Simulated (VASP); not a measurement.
Write the native input for VASP 6.6.1 that does the following.

```yaml
Task: single point
Functional: PBE
Potentials_or_basis: VASP PAW PBE potentials, release 64 (Ti_sv)
Cutoff: 520 eV
k_mesh: 20 × 20 × 20
Occupations: gaussian, width 0.15 eV
Spin: no spin polarisation
Dipole_correction: no
Further_INCAR_settings: ALGO = Normal; EDIFF = 1e-06; NBANDS = 12
```

The structure of Ti lies in POSCAR:

```
Ti
1.0
    0.0000000000      1.9488000000      1.8676000000
    1.9488000000      0.0000000000      1.8676000000
    1.9488000000      1.9488000000      0.0000000000
Ti
1
Direct
    0.0000000000      0.0000000000      0.0000000000
```

This cell differs from its parent crystal: strain -0.040 along x and y, -0.080 along z.

These files were run (other wordings do the same):

INCAR

```
SYSTEM = Ti
PREC = Accurate
ENCUT = 520
EDIFF = 1E-6
ISMEAR = 0
SIGMA = 0.15
LREAL = .FALSE.
LASPH = .TRUE.
NELM = 80
ALGO = Normal
ISIF = 2
LWAVE = .FALSE.
LCHARG = .FALSE.
GGA = PE
NBANDS = 12
```

KPOINTS

```
regular mesh
0
G
  20 20 20
  0 0 0
```

Potentials or basis: VASP PAW PBE potentials, release 64 (Ti_sv).

Command:

```bash
$ cat potpaw_PBE.64/Ti_sv/POTCAR > POTCAR
$ mpirun -np 1 vasp_std > vasp.out
```

Results of the run:

The pressure is 30.0 GPa and the band gap on the k mesh is zero (bands 6 and 7 overlap by 1.46 eV).

Caveat: the cell differs from its parent crystal (strain -0.040 along x and y, -0.080 along z); the cell stands under pressure.

Wall time 40 s on 1 thread of AMD EPYC 9R45 96-Core Processor (Zen 5), with other jobs on the host, peak memory 0.18 GiB.
